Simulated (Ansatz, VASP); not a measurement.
**Two plane-wave programs on Ti**

```
Ti
1.0
     0.00000    2.03000    1.86760
     2.03000    0.00000    1.86760
     2.03000    2.03000    0.00000
Ti
1
Direct
  0.00000 0.00000 0.00000
```

Change from the starting cell: strain +0.000 along x and y, -0.080 along z, atoms carried along.

Alike in both runs: task single point; functional PBEsol; k mesh 20 × 20 × 20; occupations gaussian, width 0.15 eV; no spin polarisation.

|  | VASP | Ansatz |
| --- | --- | --- |
| version | VASP 6.6.1 | Ansatz 0.2.0 |
| potentials or method | VASP PAW PBE potentials, release 64 (Ti_sv), cutoff 520 eV | scalar-relativistic, plane waves, PAW |
| valence electrons in the cell | 12 | 12 |

|  | VASP | Ansatz | Ansatz less VASP |
| --- | --- | --- | --- |
| gap on the k mesh at the Fermi level (eV) | none | none | - |
| pressure (GPa) | 10.1 | 10.5 | +0.42 |
| traceless stress, the component that is largest in VASP (GPa) | 1.73 | 1.71 | -0.019 |

VASP's potentials were made for PBE, not for PBEsol. A gap of «none» marks a metal or a gap that the smearing closes.
